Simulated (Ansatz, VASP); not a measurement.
# Rh in VASP and in Ansatz

```
Rh
1.0
     0.00000    1.58298    1.58298
     1.58298    0.00000    1.58298
     1.58298    1.58298    0.00000
Rh
1
Direct
  0.00000 0.00000 0.00000
```

Change from the starting cell: volume scaled by 0.6, LAPW.

Alike in both runs: task single point; functional LDA; k mesh 17 × 17 × 17; occupations fermi-dirac, width 0.05 eV; no spin polarisation.

|  | VASP | Ansatz |
| --- | --- | --- |
| version | VASP 6.6.1 | Ansatz 0.2.0 |
| potentials or method | VASP PAW LDA potentials, release 64 (Rh_pv), cutoff 520 eV | all-electron LAPW, scalar-relativistic |

VASP gave:

- pressure (GPa): 568.4

Q: Which values does Ansatz return?

A: Pressure (GPa): 557.0.

LDA's correlation is that of Perdew and Zunger in VASP and of Perdew and Wang (1992) in Ansatz. Both programs put the cell under a high pressure, so it lies far from rest at this level. Ansatz ran all-electron here, and VASP with PAW potentials.

Noted on VASP's run: the cell as given lies far from equilibrium.
